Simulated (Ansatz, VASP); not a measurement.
Two plane-wave programs on Ta

Contents of INCAR:

```
  ALGO = Normal
  EDIFF = 1E-7
  ENCUT = 520
  GGA = CA
  ISIF = 2
  ISMEAR = 1
  LASPH = True
  LCHARG = False
  LREAL = False
  LWAVE = False
  NBANDS = 18
  NELM = 100
  PREC = Accurate
  SIGMA = 0.1
```

The input KPOINTS:

```
k-points
0
Gamma
  11 11 6
```

Contents of POSCAR:

```
Ta
1.0
    2.9003720000      0.0000000000      0.0000000000
   -1.4501860000      2.5117960000      0.0000000000
    0.0000000000      0.0000000000      5.1662740000
Ta
2
Direct
    0.6666666667      0.3333333333      0.7500000000
    0.3333333333      0.6666666667      0.2500000000
```

Input for Ansatz:

```yaml
crystal:
  lattice:
    - [2.900372, 0.0, 0.0]
    - [-1.450186, 2.511796, 0.0]
    - [0.0, 0.0, 5.166274]
  atoms:
    - { symbol: Ta, position: [0.6666666666666666, 0.3333333333333333, 0.75] }
    - { symbol: Ta, position: [0.3333333333333333, 0.6666666666666666, 0.25] }
basis:
  ecutwfc: 571.4391111657479
kpoints:
  mp_grid:
    grid: [11, 11, 6]
hamiltonian:
  xc: lda
scf:
  occupations:
    method: cold
    width: 0.1
output:
  stress: true
```

Alike in both runs: task single point; functional LDA; k mesh 11 × 11 × 6; no spin polarisation.

```csv
,VASP,Ansatz
version,VASP 6.6.1,Ansatz 0.2.0
potentials or method,"VASP PAW LDA potentials, release 64 (Ta_pv), cutoff 520 eV","plane waves, PAW"
occupations,"methfessel-paxton of order 1, width 0.1 eV","cold, width 0.1 eV"
valence electrons in the cell,22,26
```

|  | VASP | Ansatz | Ansatz less VASP |
| --- | --- | --- | --- |
| pressure (GPa) | -11.2 | -11.8 | -0.58 |
| traceless stress, the component that is largest in VASP (GPa) | 1.28 | 1.05 | -0.234 |

LDA's correlation is that of Perdew and Zunger in VASP and of Perdew and Wang (1992) in Ansatz. VASP's potentials hold 22 valence electrons a cell and Ansatz's 26, so a difference there can come from the potentials and not from the codes.

Spin-orbit coupling is off throughout.
